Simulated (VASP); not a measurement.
# Be: single point with PBE

The system is Be.

```
Be
1.0
     2.29950    0.00000    0.00000
    -1.14975    1.99143    0.00000
     0.00000    0.00000    3.60090
Be
2
Direct
  0.33333 0.66667 0.08337
  0.66667 0.33333 0.75000
```

This cell differs from its parent crystal: atom 1 (Be) moved by (+0.000, -0.600) A along y and z.

* Program: VASP 6.6.1
* Task: single point
* Functional: PBE
* Potentials or basis: VASP PAW PBE potentials, release 64 (Be)
* Cutoff: 520 eV
* k mesh: 24 × 24 × 14
* Occupations: gaussian, width 0.15 eV
* Spin: no spin polarisation

```
Pressure               : 25.6 GPa
Largest force          : 5.864 eV/Å
Band gap on the k mesh : zero (band 2 reaches 6.86 eV, above the bottom of band 3 at 4.80 eV)
```

Forces on the atoms (eV/Å):
```
Be   0.000  0.000  5.864
Be   0.000  0.000 -5.864
```

Stress tensor (GPa, compression positive):
```
16.00  0.00  0.00
 0.00 16.00  0.00
 0.00  0.00 44.71
```

Levels at points of the mesh, in eV from the Fermi level:
```csv
k point,band 1,band 2,band 3,band 4,band 5,band 6
"(0.00, 0.00, 0.00)",-10.60,-2.47,0.21,14.48,14.48,18.59
"(0.50, 0.00, 0.00)",-5.02,-2.90,4.73,6.35,8.18,8.74
"(0.00, 0.00, 0.50)",-9.30,-7.14,7.89,14.92,14.92,14.95
"(0.50, 0.00, 0.50)",-4.40,-2.80,2.25,3.07,8.84,14.47
```

It took 36 s on 1 thread of Intel(R) Xeon(R) 6975P-C (Granite Rapids) (shared host), peak memory 0.2 GiB.

Caveat: the cell differs from its parent crystal (atom 1 (Be) moved by (+0.000, -0.600) A along y and z); forces of over 1 eV/Å act on the atoms, so gaps and moduli don't describe the material at rest.
